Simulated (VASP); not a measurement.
# W in VASP: a series of runs, part 2 of 2

VASP 6.6.1.

## (5) Elastic constants, LDA

This run uses another cell than the first one, of 16.73 Å³/atom.

The input, INCAR:

```
PREC = Accurate
ENCUT = 500
EDIFF = 1E-8
ISMEAR = 1
SIGMA = 0.025
LREAL = F
LASPH = T
NELM = 120
ALGO = Normal
ISIF = 3
LWAVE = F
LCHARG = F
GGA = CA
IBRION = 6
NFREE = 2
POTIM = 0.015
NSW = 1
GGA_COMPAT = F
```

The input, KPOINTS:

```
Automatic mesh
0
Gamma
  8 8 8
```

The input, POSCAR:

```
W
1.0
    0.0000000000      2.0300000000      2.0300000000
    2.0300000000      0.0000000000      2.0300000000
    2.0300000000      2.0300000000      0.0000000000
W
1
Direct
    0.0000000000      0.0000000000      0.0000000000
```

Potentials or basis: VASP PAW LDA potentials, release 64 (W_sv).

Launch:

```sh
cat potpaw_LDA.64/W_sv/POTCAR > POTCAR
mpirun -np 1 vasp_std > vasp.out
```

OUTCAR:

```text
PREC = Accurate
   ENCUT = 500
   EDIFF = 1E-8
   ISMEAR = 1
   LREAL = F
   LASPH = T
   NELM = 120
   ISIF = 3
   GGA = CA
   IBRION = 6
   NFREE = 2
   POTIM = 0.015
   NSW = 1

 ion  position               nearest neighbor table
   1  0.000  0.000  0.000-

  LATTYP: Found a face centered cubic cell.
 ALAT       =     4.0600000000

  Lattice vectors:

 A1 = (   0.0000000000,   2.0300000000,   2.0300000000)
 A2 = (   2.0300000000,   0.0000000000,   2.0300000000)
 A3 = (   2.0300000000,   2.0300000000,   0.0000000000)

Analysis of symmetry for initial positions (statically):
=====================================================================
 Subroutine PRICEL returns:
 Original cell was already a primitive cell.
[... 1086 lines left out ...]
  z     0.00000     0.00000     0.00000     0.00000    -0.00000     0.00000

 INTERNAL STRAIN TENSORS FROM DISPLACED ATOMS
 ============================================

 INTERNAL STRAIN TENSOR FOR ION    1 for displacements in x,y,z  (eV/Angst):
          X           Y           Z          XY          YZ          ZX
  --------------------------------------------------------------------------------
  x     0.00000     0.00000     0.00000     0.00000     0.00000     0.00000
  y     0.00000     0.00000     0.00000     0.00000     0.00000     0.00000
  z     0.00000     0.00000     0.00000     0.00000     0.00000     0.00000

 Eigenvectors and eigenvalues of the dynamical matrix
 ----------------------------------------------------

   1 f/i=    0.000000 THz     0.000000 2PiTHz    0.000000 cm-1     0.000000 meV
             X         Y         Z           dx          dy          dz
      0.000000  0.000000  0.000000     1.000000    0.000000    0.000000

   2 f/i=    0.000000 THz     0.000000 2PiTHz    0.000000 cm-1     0.000000 meV
             X         Y         Z           dx          dy          dz
      0.000000  0.000000  0.000000     0.000000    1.000000    0.000000

   3 f/i=    0.000000 THz     0.000000 2PiTHz    0.000000 cm-1     0.000000 meV
             X         Y         Z           dx          dy          dz
      0.000000  0.000000  0.000000     0.000000    0.000000    1.000000

--------------------------------------------------------------------------------------------------------

 ELASTIC MODULI CONTR FROM IONIC RELAXATION (kBar)
 Direction    XX          YY          ZZ          XY          YZ          ZX
 --------------------------------------------------------------------------------
 XX           0.0000      0.0000      0.0000      0.0000      0.0000      0.0000
 YY           0.0000      0.0000      0.0000      0.0000      0.0000      0.0000
 ZZ           0.0000      0.0000      0.0000      0.0000      0.0000      0.0000
 XY           0.0000      0.0000      0.0000      0.0000      0.0000      0.0000
 YZ           0.0000      0.0000      0.0000      0.0000      0.0000      0.0000
 ZX           0.0000      0.0000      0.0000      0.0000      0.0000      0.0000
 --------------------------------------------------------------------------------

 TOTAL ELASTIC MODULI (kBar)
 Direction    XX          YY          ZZ          XY          YZ          ZX
 --------------------------------------------------------------------------------
 XX        -719.2318   4484.9884   4484.9884      0.0000      0.0000      0.0000
 YY        4484.9884   -719.2318   4484.9884     -0.0000      0.0000      0.0000
 ZZ        4484.9884   4484.9884   -719.2318      0.0000     -0.0000     -0.0000
 XY           0.0000     -0.0000      0.0000  -2060.7550      0.0000     -0.0000
 YZ           0.0000      0.0000     -0.0000      0.0000  -2060.7550      0.0000
 ZX           0.0000      0.0000     -0.0000     -0.0000      0.0000  -2060.7550
 --------------------------------------------------------------------------------
```

OSZICAR:

```text
N       E                     dE             d eps       ncg     rms          rms(c)
DAV:   1     0.726902837035E+02    0.72690E+02   -0.76020E+03   638   0.138E+03
DAV:   2    -0.127211189813E+02   -0.85411E+02   -0.83316E+02   692   0.323E+02
DAV:   3    -0.142593342880E+02   -0.15382E+01   -0.15211E+01   734   0.427E+01
[... 166 lines left out ...]
DAV:   5    -0.135666039908E+02   -0.41936E-06   -0.55902E-06   686   0.296E-02    0.142E-03
DAV:   6    -0.135666040564E+02   -0.65558E-07   -0.10708E-07   697   0.411E-03    0.427E-04
DAV:   7    -0.135666040954E+02   -0.39070E-07   -0.36906E-09   406   0.995E-04    0.435E-05
DAV:   8    -0.135666041079E+02   -0.12447E-07   -0.59610E-10   331   0.373E-04    0.205E-05
DAV:   9    -0.135666041102E+02   -0.23053E-08   -0.95237E-11   319   0.151E-04
  15 F= -.13566604E+02 E0= -.13566501E+02  d E =-.309790E-03
```

It took 78 s on 1 thread of Intel Xeon Platinum 8488C (Sapphire Rapids), shared host; peak memory 0.17 GiB.

What came out:

```yaml
Elastic_constants_C11_C12_C44: -72, 448, -206 GPa
Voigt_bulk_modulus: 275 GPa
```

Elastic tensor in Voigt notation (GPa, in the Cartesian axes of the cell as first typed):
```
 -72  448  448    0    0    0
 448  -72  448    0    0    0
 448  448  -72    0    0    0
   0    0    0 -206    0    0
   0    0    0    0 -206    0
   0    0    0    0    0 -206
```

Clamped-ion elastic tensor (GPa):
```
 -72  448  448    0    0    0
 448  -72  448    0    0    0
 448  448  -72    0    0    0
   0    0    0 -206    0    0
   0    0    0    0 -206    0
   0    0    0    0    0 -206
```

Caveat: the cell is under stress, which shifts elastic constants; the elastic tensor has a negative eigenvalue, so either the cell is unstable as it stands or the mesh is too thin; spin-orbit coupling is left out, which moves the levels of the heavy elements.

## (6) Elastic constants, r2SCAN

This run uses another cell than the first one, of 16.73 Å³/atom.

The input, INCAR:

```
ALGO = Normal ; EDIFF = 1E-8
ENCUT = 550 ; GGA_COMPAT = F
IBRION = 6 ; ISIF = 3
ISMEAR = -1 ; LASPH = T
LCHARG = F ; LMIXTAU = T
LREAL = F ; LWAVE = F
METAGGA = R2SCAN ; NELM = 120
NFREE = 2 ; NSW = 1
POTIM = 0.015 ; PREC = Accurate
SIGMA = 0.05
```

The input, KPOINTS:

```
k-points
0
Gamma
  9 9 9
```

POSCAR is that of step 5.

Potentials or basis: VASP PAW PBE potentials, release 64 (W_sv).

Launch:

```sh
cat potpaw_PBE.64/W_sv/POTCAR > POTCAR
mpirun -np 1 vasp_std > vasp.out
```

It took 13 min on 1 thread of Intel Xeon Platinum 8488C (Sapphire Rapids), shared host; peak memory 0.22 GiB.

The run converged. Its results:

* Elastic constants C11, C12, C44: 116, 348, -163 GPa
* Voigt bulk modulus: 271 GPa

Elastic tensor in Voigt notation (GPa, in the Cartesian axes of the cell as first typed):
```
 116  348  348    0    0    0
 348  116  348    0    0    0
 348  348  116    0    0    0
   0    0    0 -163    0    0
   0    0    0    0 -163    0
   0    0    0    0    0 -163
```

Clamped-ion elastic tensor (GPa):
```
 116  348  348    0    0    0
 348  116  348    0    0    0
 348  348  116    0    0    0
   0    0    0 -163    0    0
   0    0    0    0 -163    0
   0    0    0    0    0 -163
```

Caveat: the cell is under stress, which shifts elastic constants; the elastic tensor has a negative eigenvalue, so either the cell is unstable as it stands or the mesh is too thin; the PAW data sets were made with another functional, which shifts forces and pressure a little; spin-orbit coupling is left out, which moves the levels of the heavy elements.

## (7) The runs side by side

| task | level | potentials or basis | spin | U | cell | k mesh | cutoff (eV) | smearing | ions in elastic constants | pressure (GPa) | moment (μB) |
| --- | --- | --- | --- | --- | --- | --- | --- | --- | --- | --- | --- |
| single point | PBEsol+U | VASP PAW PBE potentials, release 64 (W_sv) | non-collinear, zero start, SOC | W d U = 5.0 eV | a = 2.792 Å, angles 60.0°, 1 atom | 8 × 8 × 8 | 500 | methfessel-paxton 0.05 eV | - | 31.4 | 0.00 |
| single point | revPBE+U | VASP PAW PBE potentials, release 64 (W_sv) | non-collinear, zero start, SOC | W d U = 8.0 eV | a = 2.665 Å, angles 60.0°, 1 atom | 11 × 11 × 11 | 520 | tetrahedron | - | 139.4 | 0.00 |
| elastic constants | LDA | VASP PAW LDA potentials, release 64 (W_sv) | off | - | a = 2.842, b = 2.880, c = 2.890 Å, angles 58.6, 60.9, 60.6°, 1 atom | 8 × 8 × 8 | 600 | methfessel-paxton 0.2 eV | relaxed | - | - |
| elastic constants | LDA | VASP PAW LDA potentials, release 64 (W_sv) | off | - | a = 2.871 Å, angles 60.0°, 1 atom | 8 × 8 × 8 | 500 | methfessel-paxton 0.025 eV | relaxed | - | - |
| elastic constants | r2SCAN | VASP PAW PBE potentials, release 64 (W_sv) | off | - | a = 2.871 Å, angles 60.0°, 1 atom | 9 × 9 × 9 | 550 | fermi-dirac 0.05 eV | relaxed | - | - |

Caveats: the PAW data sets were made with another functional, which shifts forces and pressure a little (at least some runs); the cell is under stress, which shifts elastic constants (at least some runs); the elastic tensor has a negative eigenvalue, so either the cell is unstable as it stands or the mesh is too thin (at least some runs); spin-orbit coupling is left out, which moves the levels of the heavy elements (at least some runs); the cell stands under pressure (at least some runs); the U is typed as a test and isn't derived for this compound (at least some runs).

Total energies depend on the potentials used, so only differences within one code and one set of settings carry meaning.
